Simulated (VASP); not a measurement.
Write the native input for VASP 6.6.1 that does the following.

```yaml
Task: single point
Functional: PBE
Potentials_or_basis: VASP PAW PBE potentials, release 64 (Ta_pv, N)
Cutoff: 520 eV
k_mesh: 2 × 2 × 2
Occupations: fermi-dirac, width 0.17 eV
Spin: no spin polarisation
Dipole_correction: no
Further_INCAR_settings: ALGO = Normal; EDIFF = 1e-06; NBANDS = 60
```

The structure of TaN lies in POSCAR:

```
TaN
1.0
    5.4568860000      0.0000000000      0.0000000000
   -2.7284430000      4.7258020000      0.0000000000
    0.0000000000      0.0000000000      6.1075020000
Ta N
6 6
Direct
    0.0119491041      0.0195733973     -0.0182726097
    0.3573928029      0.7058061256      0.2143429507
    0.7298749408      0.3344194276      0.2280310346
   -0.0116292152     -0.0179440442      0.4713056173
    0.3413231977      0.7107576661      0.7459514545
    0.6791476705      0.3661177510      0.7122224438
    0.4156697493      0.0537898118     -0.0198280737
    0.6473920843      0.6718647967     -0.0245435859
    0.0600176073      0.4122898082      0.0054031910
    0.4151755831      0.0345126605      0.5076216103
    0.6156390353      0.6605862878      0.5555953973
    0.0686188712      0.4054126686      0.4812933340
```

These files were run (other wordings do the same):

INCAR

```
PREC     = Accurate       # precision mode
ENCUT    = 520            # plane-wave cutoff, eV
EDIFF    = 1E-6           # SCF threshold, eV
ISMEAR   = -1             # smearing method
SIGMA    = 0.17           # smearing width, eV
LREAL    = False          # projectors in reciprocal space
LASPH    = True           # aspherical terms in the spheres
NELM     = 60             # most SCF steps
ALGO     = Normal         # electronic algorithm
ISIF     = 2              # what is computed and relaxed
LWAVE    = False          # write WAVECAR
LCHARG   = False          # write CHGCAR
GGA      = PE             # functional
NBANDS   = 60             # bands
```

KPOINTS

```
Automatic mesh
0
Gamma
  2 2 2
```

Potentials or basis: VASP PAW PBE potentials, release 64 (Ta_pv, N).

Launch:

```console
$ cat potpaw_PBE.64/Ta_pv/POTCAR potpaw_PBE.64/N/POTCAR > POTCAR
$ mpirun -np 1 vasp_std > vasp.out
```

Results of the run:

| Item | Value |
| --- | --- |
| Pressure | -16.1 GPa |
| Largest force | 3.273 eV/Å |
| Band gap on the k mesh | zero (bands 48 and 49 overlap by 0.34 eV) |

Caveat: the k points lie up to 0.66 Å⁻¹ apart; spin-orbit coupling is left out, which moves the levels of the heavy elements; forces of over 1 eV/Å act on the atoms, so gaps and moduli don't describe the material at rest.

Run time: 3 min on 1 thread of Intel(R) Xeon(R) Platinum 8375C CPU @ 2.90GHz (Ice Lake) (shared host), peak memory 0.29 GiB.
